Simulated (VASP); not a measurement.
TiSn, 2 atoms in the cell. The structure is cubic, space group Fm-3m (No. 225). The conventional cell has a = 5.601 Å, b = 5.601 Å, c = 5.601 Å, α = 90.00°, β = 90.00°, γ = 90.00°. Within 3.7 Å of Ti (site symmetry m-3m) lie 6 Sn at 2.80 Å. Within 3.7 Å of Sn (site symmetry m-3m) lie 6 Ti at 2.80 Å. 

```yaml
Program: VASP 6.6.1
Task: relaxation of cell and atoms
Functional: PBE
Dispersion: D3(BJ)
Potentials_or_basis: VASP PAW PBE potentials, release 64 (Ti_sv, Sn_d)
Cutoff: 600 eV
k_mesh: 8 × 8 × 8
Occupations: fermi-dirac, width 0.05 eV
Spin: no spin polarisation
Dipole_correction: no
Further_INCAR_settings: ALGO = Normal; EDIFF = 1e-06; IBRION = 2; EDIFFG = -0.01; NSW = 60; ISIF = 3
```

Potentials or basis: VASP PAW PBE potentials, release 64 (Ti_sv, Sn_d).

Command:

```console
$ cat potpaw_PBE.64/Ti_sv/POTCAR potpaw_PBE.64/Sn_d/POTCAR > POTCAR
$ mpirun -np 1 vasp_std > vasp.out
```

Hardware: 1 thread of Intel(R) Xeon(R) Platinum 8559C (Emerald Rapids), on a shared host.

**Question.** Estimate the wall time of this run.

**Answer.** Run time: 36 s on 1 thread of Intel(R) Xeon(R) Platinum 8559C (Emerald Rapids), on a shared host, peak memory 0.21 GiB. Counts: scf iterations 33, k points 29, ion steps 3.
